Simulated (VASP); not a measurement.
# Si2W (P6_222) in VASP: further runs

Si2W is run at these levels: PBE; tasks: single point.

Program: VASP 6.6.1. These are calculated values, not measurements. Logs are shortened: lines on timing, memory, paths and dates and some standing lists are left out, and cuts for length are marked.

### 1 The cell of the first run

It takes space group P6_222 (No. 180, hexagonal). Conventional cell: a = 4.566 Å, b = 4.566 Å, c = 6.788 Å, α = 90.00°, β = 90.00°, γ = 120.00°. Within 3.2 Å of Si (site symmetry 2) lie 7 Si at 2.39 to 3.07 Å and 5 W at 2.58 to 2.76 Å. W (site symmetry 222) has 10 Si at 2.58 to 2.76 Å and 4 W at 3.21 Å within 3.4 Å.

### 2 Single point, PBE

Input file INCAR:

```
SYSTEM = Si2W
  PREC = Accurate
  ENCUT = 520
  EDIFF = 1E-6
  ISMEAR = 0
  SIGMA = 0.03
  LREAL = .False.
  LASPH = .True.
  NELM = 80
  ALGO = Normal
  ISIF = 2
  LWAVE = .False.
  LCHARG = .False.
  GGA = PE
  NBANDS = 43
```

Input file KPOINTS:

```
regular mesh
0
Gamma
  9 9 6
  0 0 0
```

Input file POSCAR:

```
Si2W
1.0
    4.5661651910      0.0000000000      0.0000000000
   -2.2830825955      3.9544150533      0.0000000000
    0.0000000000      0.0000000000      6.7880611730
Si W
6 3
Direct
    0.8488551621      0.6977103243      0.5000000000
    0.1511448379      0.8488551621      0.8333333333
    0.6977103243      0.8488551621      0.1666666667
    0.1511448379      0.3022896757      0.5000000000
    0.8488551621      0.1511448379      0.8333333333
    0.3022896757      0.1511448379      0.1666666667
    0.0000000000      0.5000000000      0.1666666667
    0.5000000000      0.5000000000      0.8333333333
    0.5000000000      0.0000000000      0.5000000000
```

Potentials or basis: VASP PAW PBE potentials, release 64 (Si, W_sv).

Command:

```sh
$ cat potpaw_PBE.64/Si/POTCAR potpaw_PBE.64/W_sv/POTCAR > POTCAR
$ mpirun -np 1 vasp_std > vasp.out
```

OUTCAR:

```text
SYSTEM = Si2W
   PREC = Accurate
   ENCUT = 520
   EDIFF = 1E-6
   ISMEAR = 0
   LREAL = .False.
   LASPH = .True.
   NELM = 80
   ISIF = 2
   GGA = PE

 ion  position               nearest neighbor table
   1  0.849  0.698  0.500-   4 2.39   3 2.56   2 2.56   9 2.58   9 2.58   8 2.65   7 2.65   9 2.76
                             4 2.77   4 2.77   6 3.07   5 3.07
   2  0.151  0.849  0.833-   5 2.39   1 2.56   6 2.56   8 2.58   8 2.58   9 2.65   7 2.65   8 2.76
                             5 2.77   5 2.77   4 3.07   3 3.07
   3  0.698  0.849  0.167-   6 2.39   1 2.56   5 2.56   7 2.58   7 2.58   9 2.65   8 2.65   7 2.76
                             6 2.77   6 2.77   4 3.07   2 3.07
   4  0.151  0.302  0.500-   1 2.39   6 2.56   5 2.56   9 2.58   9 2.58   8 2.65   7 2.65   9 2.76
                             1 2.77   1 2.77   3 3.07   2 3.07
   5  0.849  0.151  0.833-   2 2.39   4 2.56   3 2.56   8 2.58   8 2.58   9 2.65   7 2.65   8 2.76
                             2 2.77   2 2.77   1 3.07   6 3.07
   6  0.302  0.151  0.167-   3 2.39   4 2.56   2 2.56   7 2.58   7 2.58   9 2.65   8 2.65   7 2.76
                             3 2.77   3 2.77   1 3.07   5 3.07
   7  0.000  0.500  0.167-   3 2.58   6 2.58   6 2.58   3 2.58   1 2.65   4 2.65   2 2.65   5 2.65
                             3 2.76   6 2.76   9 3.21   9 3.21   8 3.21   8 3.21
   8  0.500  0.500  0.833-   2 2.58   5 2.58   2 2.58   5 2.58   1 2.65   4 2.65   3 2.65   6 2.65
                             5 2.76   2 2.76   9 3.21   9 3.21   7 3.21   7 3.21
   9  0.500  0.000  0.500-   1 2.58   4 2.58   4 2.58   1 2.58   5 2.65   2 2.65   6 2.65   3 2.65
                             4 2.76   1 2.76   7 3.21   8 3.21   8 3.21   7 3.21

  LATTYP: Found a hexagonal cell.
 ALAT       =     4.5661651910
 C/A-ratio  =     1.4866000000

  Lattice vectors:

 A1 = (   4.5661651910,   0.0000000000,   0.0000000000)
 A2 = (  -2.2830825955,   3.9544150533,   0.0000000000)
 A3 = (   0.0000000000,   0.0000000000,   6.7880611730)

Analysis of symmetry for initial positions (statically):
=====================================================================
 Subroutine PRICEL returns:
 Original cell was already a primitive cell.

 Routine SETGRP: Setting up the symmetry group for a
 hexagonal supercell.

 Subroutine GETGRP returns: Found 12 space group operations
 (whereof  4 operations were pure point group operations)
 out of a pool of 24 trial point group operations.

The static configuration has the point symmetry D_2 .
 The point group associated with its full space group is D_6 .

Analysis of symmetry for dynamics (positions and initial velocities):
=====================================================================
 Subroutine PRICEL returns:
 Original cell was already a primitive cell.

 Routine SETGRP: Setting up the symmetry group for a
 hexagonal supercell.

 Subroutine GETGRP returns: Found 12 space group operations
 (whereof  4 operations were pure point group operations)
 out of a pool of 24 trial point group operations.

The dynamic configuration has the point symmetry D_2 .
 The point group associated with its full space group is D_6 .

 Subroutine INISYM returns: Found 12 space group operations
 (whereof  4 operations are pure point group operations),
 and found     1 'primitive' translations

----------------------------------------------------------------------------------------

                                     Primitive cell

  volume of cell :     122.5687

  direct lattice vectors                    reciprocal lattice vectors
     4.566165191  0.000000000  0.000000000     0.219002151  0.126440951  0.000000000
    -2.283082595  3.954415053  0.000000000     0.000000000  0.252881902  0.000000000
     0.000000000  0.000000000  6.788061173     0.000000000  0.000000000  0.147317470

  length of vectors
     4.566165191  4.566165191  6.788061173     0.252881902  0.252881902  0.147317470

  position of ions in fractional coordinates (direct lattice)
     0.848855162  0.697710324  0.500000000
     0.151144838  0.848855162  0.833333333
     0.697710324  0.848855162  0.166666667
     0.151144838  0.302289676  0.500000000
     0.848855162  0.151144838  0.833333333
     0.302289676  0.151144838  0.166666667
     0.000000000  0.500000000  0.166666667
     0.500000000  0.500000000  0.833333333
     0.500000000  0.000000000  0.500000000

  ion indices of the primitive-cell ions
   primitive index   ion index
                 1           1
                 2           2
                 3           3
                 4           4
                 5           5
                 6           6
                 7           7
                 8           8
                 9           9

----------------------------------------------------------------------------------------

 KPOINTS: regular mesh

Automatic generation of k-mesh.
 Grid dimensions read from file:
 generate k-points for:    9    9    6

 Generating k-lattice:

  Cartesian coordinates                     Fractional coordinates (reciprocal lattice)
     0.024333572  0.014048995  0.000000000     0.111111111  0.000000000  0.000000000
     0.000000000  0.028097989  0.000000000     0.000000000  0.111111111  0.000000000
     0.000000000  0.000000000  0.024552912     0.000000000  0.000000000  0.166666667

  Length of vectors
     0.028097989  0.028097989  0.024552912

  Shift w.r.t. Gamma in fractional coordinates (k-lattice)
     0.000000000  0.000000000  0.000000000

 Subroutine IBZKPT returns following result:
 ===========================================

 Found     48 irreducible k-points:

 Following reciprocal coordinates:
            Coordinates               Weight
  0.000000  0.000000  0.000000      1.000000
  0.111111  0.000000  0.000000      6.000000
  0.222222  0.000000  0.000000      6.000000
  0.333333  0.000000  0.000000      6.000000
  0.444444  0.000000  0.000000      6.000000
  0.111111  0.111111  0.000000      6.000000
[... 16 lines left out ...]
  0.333333  0.222222  0.166667     24.000000
  0.333333  0.333333  0.166667      4.000000
 [... further k-points ...]
   k-points           NKPTS =     48   k-points in BZ     NKDIM =     48   number of bands    NBANDS=     43
   number of dos      NEDOS =    301   number of ions     NIONS =      9
   total plane-waves  NPLWV =  64800
   dimension x,y,z NGX =    36 NGY =   36 NGZ =   50
   dimension x,y,z NGXF=    72 NGYF=   72 NGZF=  100
   ions per type =               6   3
   NGX,Y,Z   is equivalent  to a cutoff of  13.11, 13.11, 12.25 a.u.
   NGXF,Y,Z  is equivalent  to a cutoff of  26.21, 26.21, 24.49 a.u.
 SYSTEM =  Si2W
   PREC   = accura    normal or accurate (medium, high low for compatibility)
   ISTART =      0    job   : 0-new  1-cont  2-samecut
   ICHARG =      2    charge: 1-file 2-atom 10-const
   ISPIN  =      1    spin polarized calculation?
   LNONCOLLINEAR =      F non collinear calculations
   LSORBIT =      F    spin-orbit coupling
   LASPH  =      T    aspherical Exc in radial PAW
   ENCUT  =  520.0 eV  38.22 Ry    6.18 a.u.   8.49  8.49 12.62*2*pi/ulx,y,z
   NELM   =     80;   NELMIN=  2; NELMDL= -5     # of ELM steps
   EDIFF  = 0.1E-05   stopping-criterion for ELM
   LREAL  =      F    real-space projection
   EDIFFG = 0.1E-04   stopping-criterion for IOM
   NSW    =      0    number of steps for IOM
   IBRION =     -1    ionic relax: 0-MD 1-quasi-New 2-CG
   NFREE  =      0    steps in history (QN), initial steepest desc. (CG)
   ISIF   =      2    stress and relaxation
   ISYM   =      2    0-nonsym 1-usesym 2-fastsym
   POTIM  = 0.5000    time-step for ionic-motion
   TEBEG  =    0.0;   TEEND  =   0.0 temperature during run
   PSTRESS=    0.0 pullay stress
   NELECT =      66.0000    total number of electrons
   NUPDOWN=      -1.0000    fix difference up-down
   EMIN   =  10.00;   EMAX   =-10.00  energy-range for DOS
   EFERMI =   0.00;   METHOD = LEGACY
   ISMEAR =     0;   SIGMA  =   0.03  broadening in eV -4-tet -1-fermi 0-gaus
   EFERMI_NEDOS =   21; number of points for ismear=-14 and -15
   IALGO  =     38    algorithm
   IMIX   =      4    mixing-type and parameters
     AMIX     =   0.40;   BMIX     =  1.00
     AMIX_MAG =   1.60;   BMIX_MAG =  1.00
  volume/ion in A,a.u.               =      13.62        91.90
  Fermi-wavevector in a.u.,A,eV,Ry     =   1.331873  2.516876 24.135194  1.773887
  Thomas-Fermi vector in A             =   2.460851
   LORBIT       =      0    0 simple, 1 ext, 2 COOP (PROOUT), +10 PAW based schemes
   GGA     = PE    functional components
   LHFCALC =     F    Hartree Fock is set to
   AEXX    =    0.0000 exact exchange contribution
   IVDW    =     0    specifies the selected vdW correction
   LEPSILON=     F    determine dielectric tensor
   LRPA    =     F    only Hartree local field effects (RPA)
 non-spin polarized calculation
 Gauss-broadening in eV      SIGMA  =   0.03
  energy-cutoff  :      520.00
  volume of cell :      122.57
 maximum number of plane-waves:      3338
 NGX is ok and might be reduce to    36
   NGX = 17   NGY = 17   NGZ = 25

 number of electron      66.0000000 magnetization

 Free energy of the ion-electron system (eV)
  ---------------------------------------------------
  ext. energy  EPLUGINS =         0.00000000
  ---------------------------------------------------
  free energy    TOTEN  =       -73.18056985 eV

  energy without entropy =      -73.18022378  energy(sigma->0) =      -73.18039682

 E-fermi :  12.1807     XC(G=0): -12.4709

 val. band max:       12.1569482901   @ k =   0.2222   0.2222   0.0000
 cond. band min:      12.2086842891   @ k =   0.2222   0.1111   0.0000
 fundamental gap:      0.0517359990
 Fermi energy:        12.1807187431

 k-point     1 :       0.0000    0.0000    0.0000
  band No.  band energies     occupation
      1     -61.9764      2.00000
      2     -61.9654      2.00000
      3     -61.9654      2.00000
      4     -26.3679      2.00000
      5     -26.3679      2.00000
      6     -26.3097      2.00000
[... 35 lines left out ...]
     42      15.4198      0.00000
     43      15.4727      0.00000
[... 1017 lines left out ...]
      3     -61.9656      2.00000
      4     -26.3793      2.00000
      5     -26.3704      2.00000
      6     -26.3503      2.00000
[... 35 lines left out ...]
     42      15.3459      0.00000
     43      15.7490      0.00000

 [... further k-points ...]
[... 5 lines left out ...]
  --------------------------------------------------------------------------------------
  -------------------------------------------------------------------------------------
  Total        3.8257430      3.8257430     -4.4737728      0.0000000     -0.0000000      0.0000000
  in kB       50.0088369     50.0088369    -58.4796665      0.0000000     -0.0000000      0.0000000
  external PRESSURE =      13.8460024 kB  Pullay stress =       0.0000000 kB

 VOLUME and BASIS-vectors are now :
 -----------------------------------------------------------------------------
  energy-cutoff  :      520.00
  volume of cell :      122.57
      direct lattice vectors                 reciprocal lattice vectors
     4.566165191  0.000000000  0.000000000     0.219002151  0.126440951  0.000000000
    -2.283082595  3.954415053  0.000000000     0.000000000  0.252881902  0.000000000
     0.000000000  0.000000000  6.788061173     0.000000000  0.000000000  0.147317470

 POSITION                                       TOTAL-FORCE (eV/Angst)
 -----------------------------------------------------------------------------------
      2.28308      2.75904      3.39403         0.000000     -2.038691     -0.000000
     -1.24785      3.35673      5.65672         1.765559     -1.019346     -0.000000
      1.24785      3.35673      1.13134        -1.765559     -1.019346     -0.000000
      0.00000      1.19538      3.39403        -0.000000      2.038691     -0.000000
      3.53094      0.59769      5.65672        -1.765559      1.019346     -0.000000
      1.03523      0.59769      1.13134         1.765559      1.019346     -0.000000
     -1.14154      1.97721      1.13134         0.000000      0.000000      0.000000
      1.14154      1.97721      5.65672         0.000000      0.000000     -0.000000
      2.28308      0.00000      3.39403         0.000000     -0.000000     -0.000000
 -----------------------------------------------------------------------------------
    total drift:                               -0.000000     -0.000000      0.000000

  FREE ENERGIE OF THE ION-ELECTRON SYSTEM (eV)
  ---------------------------------------------------
  free  energy   TOTEN  =       -73.1805698537 eV

  energy  without entropy=      -73.1802237775  energy(sigma->0) =      -73.18039682
```

Wall time 5.8 min (1 thread of Intel Xeon 8259CL, shared host); peak memory 0.36 GiB.

What came out:

| Property | Result |
| --- | --- |
| Free energy | -73.1806 eV |
| Pressure | 1.4 GPa |
| Largest force | 2.039 eV/Å |
| Band gap on the k mesh | zero (bands 33 and 34 overlap by 0.12 eV) |

Forces in eV/Å, atoms in the order of the input:
```
Si   0.000 -2.039  0.000
Si   1.766 -1.019  0.000
Si  -1.766 -1.019  0.000
Si   0.000  2.039  0.000
Si  -1.766  1.019  0.000
Si   1.766  1.019  0.000
W    0.000  0.000  0.000
W    0.000  0.000  0.000
W    0.000  0.000  0.000
```

Stress tensor (GPa, compression positive):
```
 5.00  0.00  0.00
 0.00  5.00  0.00
 0.00  0.00 -5.85
```

Caveat: spin-orbit coupling is left out, which moves the levels of the heavy elements; forces of over 1 eV/Å act on the atoms, so gaps and moduli don't describe the material at rest.

### 3 Single point, PBE

Input file INCAR:

```
PREC = Accurate ; ENCUT = 520
EDIFF = 1E-7 ; ISMEAR = 0
SIGMA = 0.03 ; LREAL = F
LASPH = T ; NELM = 100
ALGO = Normal ; ISIF = 2
LWAVE = F ; LCHARG = T
GGA = PE ; LELF = T
LVHAR = T ; NBANDS = 43
```

Input file KPOINTS:

```
Automatic mesh
0
Gamma
  9 9 6
```

Input file POSCAR:

```
Si2W
1.0
    4.5661651910      0.0000000000      0.0000000000
   -2.2830825955      3.9544150533      0.0000000000
    0.0000000000      0.0000000000      6.7880611730
Si W
6 3
Direct
    0.8613670885      0.7227341769      0.5000000000
    0.1386329115      0.8613670885      0.8333333333
    0.7227341769      0.8613670885      0.1666666667
    0.1386329115      0.2772658231      0.5000000000
    0.8613670885      0.1386329115      0.8333333333
    0.2772658231      0.1386329115      0.1666666667
    0.0000000000      0.5000000000      0.1666666667
    0.5000000000      0.5000000000      0.8333333333
    0.5000000000      0.0000000000      0.5000000000
```

Potentials or basis: VASP PAW PBE potentials, release 64 (Si, W_sv).

Command:

```sh
$ cat potpaw_PBE.64/Si/POTCAR potpaw_PBE.64/W_sv/POTCAR > POTCAR
$ mpirun -np 1 vasp_std > vasp.out
```

Run time: 6.6 min. Hardware: 1 thread of Intel Xeon 8259CL, shared host; peak memory 0.36 GiB.

The run converged. Its results:

| Item | Value |
| --- | --- |
| Free energy | -71.2055 eV |
| Pressure | 7.3 GPa |
| Largest force | 4.812 eV/Å |
| Band gap on the k mesh | zero (bands 33 and 34 overlap by 0.50 eV) |

Forces on the atoms (eV/Å):
```
Si   0.000 -4.812  0.000
Si   4.167 -2.406  0.000
Si  -4.167 -2.406  0.000
Si   0.000  4.812  0.000
Si  -4.167  2.406  0.000
Si   4.167  2.406  0.000
W    0.000  0.000  0.000
W    0.000  0.000  0.000
W    0.000  0.000  0.000
```

Stress tensor (GPa, compression positive):
```
13.45  0.00  0.00
 0.00 13.45  0.00
 0.00  0.00 -5.15
```

Levels at points of the mesh, in eV from the Fermi level:
```csv
k point,band 29,band 30,band 31,band 32,band 33,band 34,band 35,band 36,band 37,band 38
"(0.00, 0.00, 0.00)",-3.09,-2.30,-2.30,-0.99,-0.21,1.30,1.30,2.30,2.31,2.31
"(0.00, 0.00, 0.50)",-2.65,-1.45,-1.45,-0.44,-0.44,1.57,1.57,2.43,2.48,2.58
```

Caveat: the cell stands under pressure; spin-orbit coupling is left out, which moves the levels of the heavy elements; forces of over 1 eV/Å act on the atoms, so gaps and moduli don't describe the material at rest.

(Continued in part 2 of 2.)
